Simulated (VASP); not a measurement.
Wanted: the native input for a VASP 6.6.1 run.

```yaml
Task: electric field gradients
Functional: PBEsol
Potentials_or_basis: VASP PAW PBE potentials, release 64 (Ta_pv, C)
Cutoff: 520 eV
k_mesh: 16 × 16 × 16
Occupations: fermi-dirac, width 0.05 eV
Spin: no spin polarisation
Dipole_correction: no
Further_INCAR_settings: ALGO = Normal; EDIFF = 1e-08; NBANDS = 14
```

The structure of TaC lies in POSCAR:

```
TaC
1.0
    0.0000000000      2.2270000000      2.2270000000
    2.2270000000      0.0000000000      2.2270000000
    2.2270000000      2.2270000000      0.0000000000
Ta C
1 1
Direct
    0.0000000000      0.0000000000      0.0000000000
    0.5000000000      0.5000000000      0.5000000000
```

One way to write it, as run:

INCAR

```
ALGO = Normal
EDIFF = 1E-8
ENCUT = 520
GGA = PS
GGA_COMPAT = False
ISIF = 2
ISMEAR = -1
LASPH = True
LCHARG = False
LEFG = True
LREAL = False
LWAVE = False
NBANDS = 14
NELM = 120
PREC = Accurate
SIGMA = 0.05
```

KPOINTS

```
k-points
0
Gamma
  16 16 16
```

Potentials or basis: VASP PAW PBE potentials, release 64 (Ta_pv, C).

Run with:

```sh
$ cat potpaw_PBE.64/Ta_pv/POTCAR potpaw_PBE.64/C/POTCAR > POTCAR
$ mpirun -np 1 vasp_std > vasp.out
```

It gave:

- Pressure: -2.4 GPa

Caveat: without QUAD_EFG the Cq values of the log hold for a quadrupole moment of 1 mb, not for the nuclei; the PAW data sets were made with another functional, which shifts forces and pressure a little.

It took 14 s on 1 thread of Intel(R) Xeon(R) 6975P-C (Granite Rapids), with other jobs on the host, peak memory 0.17 GiB.
